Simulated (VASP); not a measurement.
# NaLa (P-6m2) in VASP: a series of runs

Runs on NaLa. Level: PBE. Tasks: single point.

Program: VASP 6.6.1. These are calculated values, not measurements. Logs are shortened: lines on timing, memory, paths and dates and some standing lists are left out, and cuts for length are marked.

### 1 The cell of the first run

Symmetry: P-6m2, No. 187, hexagonal system. Conventional cell: a = 3.606 Å, b = 3.606 Å, c = 6.484 Å, α = 90.00°, β = 90.00°, γ = 120.00°. Na (site symmetry -6m2) has 6 Na at 3.61 Å and 6 La at 3.85 Å within 4.7 Å. La (site symmetry -6m2) has 6 La at 3.61 Å and 6 Na at 3.85 Å within 4.7 Å.

### 2 Single point, PBE

The input, INCAR:

```
PREC = Accurate
ENCUT = 500
EDIFF = 1E-6
ISMEAR = 0
SIGMA = 0.25
LREAL = False
LASPH = True
NELM = 200
ALGO = Normal
ISIF = 2
LWAVE = False
LCHARG = False
GGA = PE
NBANDS = 16
GGA_COMPAT = False
LMAXMIX = 6
```

The input, KPOINTS:

```
regular mesh
0
Gamma
  8 8 4
```

The input, POSCAR:

```
NaLa
1.0
    3.6062507700      0.0000000000      0.0000000000
   -1.8031253800      3.1231047800      0.0000000000
    0.0000000000      0.0000000000      6.4837820000
Na La
1 1
Direct
    0.0000000000      0.0000000000      0.0000000000
    0.3333333333      0.6666666667      0.5000000000
```

Potentials or basis: VASP PAW PBE potentials, release 64 (Na_pv, La).

Started as:

```bash
$ cat potpaw_PBE.64/Na_pv/POTCAR potpaw_PBE.64/La/POTCAR > POTCAR
$ mpirun -np 1 vasp_std > vasp.out
```

OUTCAR:

```text
PREC = Accurate
   ENCUT = 500
   EDIFF = 1E-6
   ISMEAR = 0
   LREAL = False
   LASPH = True
   NELM = 200
   ISIF = 2
   GGA = PE

 ion  position               nearest neighbor table
   1  0.000  0.000  0.000-
   2  0.333  0.667  0.500-

  LATTYP: Found a hexagonal cell.
 ALAT       =     3.6062507700
 C/A-ratio  =     1.7979287669

  Lattice vectors:

 A1 = (   3.6062507700,   0.0000000000,   0.0000000000)
 A2 = (  -1.8031253800,   3.1231047800,   0.0000000000)
 A3 = (   0.0000000000,   0.0000000000,   6.4837820000)

Analysis of symmetry for initial positions (statically):
=====================================================================
 Subroutine PRICEL returns:
 Original cell was already a primitive cell.

 Routine SETGRP: Setting up the symmetry group for a
 hexagonal supercell.

 Subroutine GETGRP returns: Found 12 space group operations
 (whereof 12 operations were pure point group operations)
 out of a pool of 24 trial point group operations.

The static configuration has the point symmetry D_3h.

Analysis of symmetry for dynamics (positions and initial velocities):
=====================================================================
 Subroutine PRICEL returns:
 Original cell was already a primitive cell.

 Routine SETGRP: Setting up the symmetry group for a
 hexagonal supercell.

 Subroutine GETGRP returns: Found 12 space group operations
 (whereof 12 operations were pure point group operations)
 out of a pool of 24 trial point group operations.

The dynamic configuration has the point symmetry D_3h.

 Subroutine INISYM returns: Found 12 space group operations
 (whereof 12 operations are pure point group operations),
 and found     1 'primitive' translations

----------------------------------------------------------------------------------------

                                     Primitive cell

  volume of cell :      73.0249

  direct lattice vectors                    reciprocal lattice vectors
     3.606250770  0.000000000  0.000000000     0.277296301  0.160097094  0.000000000
    -1.803125380  3.123104780  0.000000000     0.000000000  0.320194188  0.000000000
     0.000000000  0.000000000  6.483782000     0.000000000  0.000000000  0.154230972

  length of vectors
     3.606250770  3.606250768  6.483782000     0.320194188  0.320194188  0.154230972

  position of ions in fractional coordinates (direct lattice)
     0.000000000  0.000000000  0.000000000
     0.333333333  0.666666667  0.500000000

  ion indices of the primitive-cell ions
   primitive index   ion index
                 1           1
                 2           2

----------------------------------------------------------------------------------------

 KPOINTS: regular mesh

Automatic generation of k-mesh.
 Grid dimensions read from file:
 generate k-points for:    8    8    4

 Generating k-lattice:

  Cartesian coordinates                     Fractional coordinates (reciprocal lattice)
     0.034662038  0.020012137  0.000000000     0.125000000  0.000000000  0.000000000
     0.000000000  0.040024274  0.000000000     0.000000000  0.125000000  0.000000000
     0.000000000  0.000000000  0.038557743     0.000000000  0.000000000  0.250000000

  Length of vectors
     0.040024274  0.040024274  0.038557743

  Shift w.r.t. Gamma in fractional coordinates (k-lattice)
     0.000000000  0.000000000  0.000000000

 Subroutine IBZKPT returns following result:
 ===========================================

 Found     30 irreducible k-points:

 Following reciprocal coordinates:
            Coordinates               Weight
  0.000000  0.000000  0.000000      1.000000
  0.125000  0.000000  0.000000      6.000000
  0.250000  0.000000  0.000000      6.000000
  0.375000  0.000000  0.000000      6.000000
  0.500000  0.000000  0.000000      3.000000
  0.125000  0.125000  0.000000      6.000000
[... 16 lines left out ...]
  0.250000  0.000000  0.500000      6.000000
  0.375000  0.000000  0.500000      6.000000
 [... further k-points ...]
   k-points           NKPTS =     30   k-points in BZ     NKDIM =     30   number of bands    NBANDS=     16
   number of dos      NEDOS =    301   number of ions     NIONS =      2
   total plane-waves  NPLWV =  37632
   dimension x,y,z NGX =    28 NGY =   28 NGZ =   48
   dimension x,y,z NGXF=    56 NGYF=   56 NGZF=   96
   ions per type =               1   1
   NGX,Y,Z   is equivalent  to a cutoff of  12.91, 12.91, 12.31 a.u.
   NGXF,Y,Z  is equivalent  to a cutoff of  25.82, 25.82, 24.61 a.u.
 SYSTEM =  unknown system
   PREC   = accura    normal or accurate (medium, high low for compatibility)
   ISTART =      0    job   : 0-new  1-cont  2-samecut
   ICHARG =      2    charge: 1-file 2-atom 10-const
   ISPIN  =      1    spin polarized calculation?
   LNONCOLLINEAR =      F non collinear calculations
   LSORBIT =      F    spin-orbit coupling
   LASPH  =      T    aspherical Exc in radial PAW
   ENCUT  =  500.0 eV  36.75 Ry    6.06 a.u.   6.58  6.58 11.82*2*pi/ulx,y,z
   NELM   =    200;   NELMIN=  2; NELMDL= -5     # of ELM steps
   EDIFF  = 0.1E-05   stopping-criterion for ELM
   LREAL  =      F    real-space projection
[... 7 lines left out ...]
   TEBEG  =    0.0;   TEEND  =   0.0 temperature during run
   PSTRESS=    0.0 pullay stress
   NELECT =      18.0000    total number of electrons
   NUPDOWN=      -1.0000    fix difference up-down
   EMIN   =  10.00;   EMAX   =-10.00  energy-range for DOS
   EFERMI =   0.00;   METHOD = LEGACY
   ISMEAR =     0;   SIGMA  =   0.25  broadening in eV -4-tet -1-fermi 0-gaus
   EFERMI_NEDOS =   21; number of points for ismear=-14 and -15
   IALGO  =     38    algorithm
   IMIX   =      4    mixing-type and parameters
     AMIX     =   0.40;   BMIX     =  1.00
     AMIX_MAG =   1.60;   BMIX_MAG =  1.00
  volume/ion in A,a.u.               =      36.51       246.40
  Fermi-wavevector in a.u.,A,eV,Ry     =   1.026460  1.939728 14.335373  1.053620
  Thomas-Fermi vector in A             =   2.160354
   LORBIT       =      0    0 simple, 1 ext, 2 COOP (PROOUT), +10 PAW based schemes
   GGA     = PE    functional components
   LHFCALC =     F    Hartree Fock is set to
   AEXX    =    0.0000 exact exchange contribution
   IVDW    =     0    specifies the selected vdW correction
   LEPSILON=     F    determine dielectric tensor
   LRPA    =     F    only Hartree local field effects (RPA)
 non-spin polarized calculation
 Gauss-broadening in eV      SIGMA  =   0.25
  energy-cutoff  :      500.00
  volume of cell :       73.02
 maximum number of plane-waves:      1907
 NGX is ok and might be reduce to    28
   NGX = 13   NGY = 13   NGZ = 23

 number of electron      17.9999986 magnetization

 Free energy of the ion-electron system (eV)
  ---------------------------------------------------
  ext. energy  EPLUGINS =         0.00000000
  ---------------------------------------------------
  free energy    TOTEN  =        -5.88905329 eV

  energy without entropy =       -5.82012573  energy(sigma->0) =       -5.85458951

 E-fermi :   4.1735     XC(G=0):  -8.1428

 val. band max:        4.0178007701   @ k =   0.3750   0.2500   0.0000
 cond. band min:       4.1951196567   @ k =   0.0000   0.0000   0.5000
 fundamental gap:      0.1773188865
 Fermi energy:         4.1734859466

 k-point     1 :       0.0000    0.0000    0.0000
  band No.  band energies     occupation
      1     -28.9339      2.00000
      2     -20.2390      2.00000
      3     -20.2381      2.00000
      4     -20.2381      2.00000
      5     -12.7150      2.00000
      6     -11.8638      2.00000
[... 8 lines left out ...]
     15       5.9077      0.00000
     16       5.9079      0.00000

 k-point     2 :       0.1250    0.0000    0.0000
  band No.  band energies     occupation
      1     -28.9061      2.00000
      2     -20.2440      2.00000
      3     -20.2394      2.00000
      4     -20.2381      2.00000
      5     -12.6806      2.00000
      6     -12.0934      2.00000
[... 8 lines left out ...]
     15       5.8924      0.00000
     16       6.0047      0.00000

 k-point     3 :       0.2500    0.0000    0.0000
  band No.  band energies     occupation
      1     -28.8378      2.00000
      2     -20.2582      2.00000
      3     -20.2428      2.00000
      4     -20.2358      2.00000
      5     -12.6096      2.00000
      6     -12.5958      2.00000
[... 8 lines left out ...]
     15       5.9710      0.00000
     16       5.9802      0.00000

 k-point     4 :       0.3750    0.0000    0.0000
  band No.  band energies     occupation
      1     -28.7680      2.00000
      2     -20.2723      2.00000
      3     -20.2462      2.00000
      4     -20.2336      2.00000
      5     -13.0831      2.00000
      6     -12.5088      2.00000
[... 8 lines left out ...]
     15       6.0036      0.00000
     16       6.0498      0.00000

 k-point     5 :       0.5000    0.0000    0.0000
  band No.  band energies     occupation
      1     -28.7386      2.00000
      2     -20.2782      2.00000
      3     -20.2476      2.00000
      4     -20.2326      2.00000
      5     -13.2691      2.00000
      6     -12.4720      2.00000
[... 8 lines left out ...]
     15       6.0227      0.00000
     16       6.0449      0.00000

 k-point     6 :       0.1250    0.1250    0.0000
  band No.  band energies     occupation
      1     -28.8580      2.00000
      2     -20.2534      2.00000
      3     -20.2425      2.00000
      4     -20.2365      2.00000
      5     -12.6209      2.00000
      6     -12.4381      2.00000
[... 8 lines left out ...]
     15       5.9669      0.00000
     16       6.0146      0.00000

 k-point     7 :       0.2500    0.1250    0.0000
  band No.  band energies     occupation
      1     -28.7887      2.00000
      2     -20.2661      2.00000
      3     -20.2473      2.00000
      4     -20.2342      2.00000
      5     -12.8759      2.00000
      6     -12.5346      2.00000
[... 8 lines left out ...]
     15       5.9725      0.00000
     16       6.0514      0.00000

 k-point     8 :       0.3750    0.1250    0.0000
  band No.  band energies     occupation
      1     -28.7387      2.00000
      2     -20.2750      2.00000
      3     -20.2508      2.00000
      4     -20.2326      2.00000
      5     -13.1671      2.00000
      6     -12.4722      2.00000
[... 8 lines left out ...]
     15       6.0050      0.00000
     16       6.0328      0.00000

 k-point     9 :       0.2500    0.2500    0.0000
  band No.  band energies     occupation
      1     -28.7388      2.00000
      2     -20.2706      2.00000
      3     -20.2553      2.00000
      4     -20.2326      2.00000
      5     -13.0208      2.00000
      6     -12.4927      2.00000
[... 8 lines left out ...]
     15       5.9861      0.00000
     16       6.1203      0.00000
[... 172 lines left out ...]
 k-point    19 :       0.2500    0.2500    0.2500
  band No.  band energies     occupation
      1     -28.7388      2.00000
      2     -20.2706      2.00000
      3     -20.2553      2.00000
      4     -20.2327      2.00000
      5     -13.0204      2.00000
      6     -12.4926      2.00000
[... 8 lines left out ...]
     15       5.9496      0.00000
     16       6.1228      0.00000

 k-point    20 :       0.3750    0.2500    0.2500
  band No.  band energies     occupation
      1     -28.7180      2.00000
      2     -20.2709      2.00000
      3     -20.2601      2.00000
      4     -20.2320      2.00000
      5     -13.0322      2.00000
      6     -12.6619      2.00000
[... 8 lines left out ...]
     15       5.9055      0.00000
     16       6.0296      0.00000

 k-point    21 :       0.0000    0.0000    0.5000
  band No.  band energies     occupation
      1     -28.9339      2.00000
      2     -20.2383      2.00000
      3     -20.2380      2.00000
      4     -20.2380      2.00000
      5     -12.7212      2.00000
      6     -11.8638      2.00000
[... 8 lines left out ...]
     15       5.9094      0.00000
     16       5.9094      0.00000

 k-point    22 :       0.1250    0.0000    0.5000
  band No.  band energies     occupation
      1     -28.9061      2.00000
      2     -20.2440      2.00000
      3     -20.2394      2.00000
      4     -20.2375      2.00000
      5     -12.6860      2.00000
      6     -12.0932      2.00000
[... 8 lines left out ...]
     15       5.8916      0.00000
     16       6.0192      0.00000

 k-point    23 :       0.2500    0.0000    0.5000
  band No.  band energies     occupation
      1     -28.8378      2.00000
      2     -20.2583      2.00000
      3     -20.2428      2.00000
      4     -20.2355      2.00000
      5     -12.6090      2.00000
      6     -12.5995      2.00000
[... 8 lines left out ...]
     15       5.9697      0.00000
     16       6.0576      0.00000

 k-point    24 :       0.3750    0.0000    0.5000
  band No.  band energies     occupation
      1     -28.7680      2.00000
      2     -20.2725      2.00000
      3     -20.2462      2.00000
      4     -20.2335      2.00000
      5     -13.0823      2.00000
      6     -12.5107      2.00000
[... 8 lines left out ...]
     15       6.0542      0.00000
     16       6.0755      0.00000

 [... further k-points ...]
[... 5 lines left out ...]
  --------------------------------------------------------------------------------------
  -------------------------------------------------------------------------------------
  Total       -0.2251984     -0.2251984      0.1147999     -0.0000000     -0.0000000      0.0000000
  in kB       -4.9408884     -4.9408884      2.5187266     -0.0000000     -0.0000000      0.0000000
  external PRESSURE =      -2.4543501 kB  Pullay stress =       0.0000000 kB

 VOLUME and BASIS-vectors are now :
 -----------------------------------------------------------------------------
  energy-cutoff  :      500.00
  volume of cell :       73.02
      direct lattice vectors                 reciprocal lattice vectors
     3.606250770  0.000000000  0.000000000     0.277296301  0.160097094  0.000000000
    -1.803125380  3.123104780  0.000000000     0.000000000  0.320194188  0.000000000
     0.000000000  0.000000000  6.483782000     0.000000000  0.000000000  0.154230972

 POSITION                                       TOTAL-FORCE (eV/Angst)
 -----------------------------------------------------------------------------------
      0.00000      0.00000      0.00000         0.000000      0.000000      0.000000
      0.00000      2.08207      3.24189        -0.000000      0.000000      0.000000
 -----------------------------------------------------------------------------------
    total drift:                                0.000000     -0.000000     -0.000000

  FREE ENERGIE OF THE ION-ELECTRON SYSTEM (eV)
  ---------------------------------------------------
  free  energy   TOTEN  =        -5.8890532915 eV

  energy  without entropy=       -5.8201257286  energy(sigma->0) =       -5.85458951
```

Wall time 17 s (1 thread of Intel Xeon 6975P-C (Granite Rapids), shared host); peak memory 0.21 GiB.

What came out:

- Free energy: -5.8891 eV
- Pressure: -0.2 GPa
- Band gap on the k mesh: zero (band 9 reaches 4.45 eV, above the bottom of band 10 at 3.71 eV)

Stress tensor (GPa, compression positive):
```
-0.49  0.00  0.00
 0.00 -0.49  0.00
 0.00  0.00  0.25
```

Levels at points of the mesh, in eV from the Fermi level:
```
           k point  band 6  band 7  band 8  band 9  band 10  band 11  band 12  band 13
(0.00, 0.00, 0.00)  -16.04  -16.04   -3.27   -1.21     0.77     1.13     1.67     1.69
(0.50, 0.00, 0.00)  -16.65  -16.37   -1.41   -0.66     0.44     0.99     1.39     1.56
(0.00, 0.00, 0.50)  -16.04  -16.04   -2.33   -2.03     0.02     1.13     1.40     1.69
(0.50, 0.00, 0.50)  -16.65  -16.37   -1.34   -1.07     1.14     1.46     1.54     1.56
```

Caveat: spin-orbit coupling is left out, which moves the levels of the heavy elements.

(Continued in part 2 of 2.)
